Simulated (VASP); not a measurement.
Wanted: the native input for a VASP 6.6.1 run.

* Task: single point
* Functional: LDA
* Potentials or basis: VASP PAW LDA potentials, release 64 (Na_pv, I)
* Cutoff: 520 eV
* k mesh: 8 × 8 × 8
* Occupations: gaussian, width 0.05 eV
* Spin: no spin polarisation
* Dipole correction: no
* Further INCAR settings: ALGO = Normal; EDIFF = 1e-06; NBANDS = 14

The structure of NaI lies in POSCAR:

```
NaI
1.0
    0.0000000000      2.8834497633      4.0771979653
    2.8834497633      0.0000000000      4.0771979653
    2.8834497633      2.8834497633      0.0000000000
Na I
1 1
Direct
    0.0000000000      0.0000000000      0.0000000000
    0.5000000000      0.5000000000      0.5000000000
```

This cell differs from its parent crystal: ratio of the length along z to the lengths across it x 1.414, volume and fractional coordinates fixed.

These files were run (other wordings do the same):

INCAR

```
PREC = Accurate ; ENCUT = 520
EDIFF = 1E-6 ; ISMEAR = 0
SIGMA = 0.05 ; LREAL = F
LASPH = T ; NELM = 60
ALGO = Normal ; ISIF = 2
LWAVE = F ; LCHARG = F
GGA = CA ; NBANDS = 14
```

KPOINTS

```
regular mesh
0
Gamma
  8 8 8
```

Potentials or basis: VASP PAW LDA potentials, release 64 (Na_pv, I).

The run is started by

```bash
$ cat potpaw_LDA.64/Na_pv/POTCAR potpaw_LDA.64/I/POTCAR > POTCAR
$ mpirun -np 1 vasp_std > vasp.out
```

It gave:

* Pressure: 2.5 GPa
* Band gap on the k mesh: 3.44 eV (least direct gap 3.51 eV)

Caveat: spin-orbit coupling is left out, which moves the levels of the heavy elements.

It took 67 s on 1 thread of Intel Xeon 8259CL, with other jobs on the host, peak memory 0.21 GiB.
